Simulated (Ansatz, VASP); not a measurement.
# Two plane-wave programs on AsSe2

```
As Se
1.0
     4.70732    0.00000    0.00000
    -2.35366    4.07666    0.00000
     0.00000    0.00000    3.25867
As Se
1 2
Direct
  0.00000 0.00000 0.00000
  0.33333 0.66667 0.50000
  0.66667 0.33333 0.50000
```

Change from the starting cell: species swapped into the DyGa2 type (P6/mmm, No. 191).

Alike in both runs: task relaxation of cell and atoms; functional PBE; k mesh 12 × 12 × 14; occupations gaussian, width 0.1 eV; no spin polarisation.

```csv
,VASP,Ansatz
version,VASP 6.6.1,Ansatz 0.2.0
potentials or method,"VASP PAW PBE potentials, release 64 (As, Se), cutoff 600 eV","scalar-relativistic, plane waves, PAW"
valence electrons in the cell,17,47
```

|  | VASP | Ansatz | Ansatz less VASP |
| --- | --- | --- | --- |
| gap on the k mesh at the Fermi level, each at its own relaxed structure (eV) | none | none | - |
| relaxed volume (Å³/atom) | 20.60 | 20.61 | +0.013 |
| relaxed cell length with the largest relative difference (Å) | 3.148 | 3.149 | +0.0016 |

A gap of «none» marks a metal or a gap that the smearing closes. VASP's potentials hold 17 valence electrons a cell and Ansatz's 47, so a difference there can come from the potentials and not from the codes.

Noted on VASP's run: too few bands were computed for a metal, which touches its energy and stress.
